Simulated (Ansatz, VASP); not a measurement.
## S in VASP and in Ansatz

INCAR

```
ALGO = Normal ; EDIFF = 1E-6
ENCUT = 520 ; GGA = PE
ISIF = 2 ; ISMEAR = -1
LASPH = True ; LCHARG = False
LREAL = False ; LWAVE = False
NBANDS = 9 ; NELM = 60
PREC = Accurate ; SIGMA = 0.1
```

Contents of KPOINTS:

```
k-points
0
Gamma
  16 16 16
```

The input POSCAR:

```
S
1.0
   -1.2538507473      1.2538507473      1.2538507473
    1.2538507473     -1.2538507473      1.2538507473
    1.2538507473      1.2538507473     -1.2538507473
S
1
Direct
    0.0000000000      0.0000000000      0.0000000000
```

Input for Ansatz:

```yaml
crystal:
  lattice:
    - [-1.2538507473, 1.2538507473, 1.2538507473]
    - [1.2538507473, -1.2538507473, 1.2538507473]
    - [1.2538507473, 1.2538507473, -1.2538507473]
  atoms:
    - { symbol: S, position: [0.0, 0.0, 0.0] }
kpoints:
  mp_grid: { grid: [16, 16, 16] }
scf:
  occupations: { method: fermi_dirac, width: 0.1 }
hamiltonian:
  xc: pbe
  pseudopotentials: { kind: all_electron, lapw: { basis_error: 0.001 } }
output:
  forces: true
  stress: true
  eigenvalues: true
  populations: true
```

Change from the starting cell: volume scaled by 0.5, LAPW.

Alike in both runs: task single point; functional PBE; k mesh 16 × 16 × 16; occupations fermi-dirac, width 0.1 eV; no spin polarisation.

|  | VASP | Ansatz |
| --- | --- | --- |
| version | VASP 6.6.1 | Ansatz 0.2.0 |
| potentials or method | VASP PAW PBE potentials, release 64 (S), cutoff 520 eV | all-electron LAPW, scalar-relativistic |

|  | VASP | Ansatz | Ansatz less VASP |
| --- | --- | --- | --- |
| pressure (GPa) | 214.9 | 218.2 | +3.37 |

Both programs put the cell under a high pressure, so it lies far from rest at this level. Ansatz ran all-electron here, and VASP with PAW potentials.

Noted on VASP's run: the cell as given lies far from equilibrium.
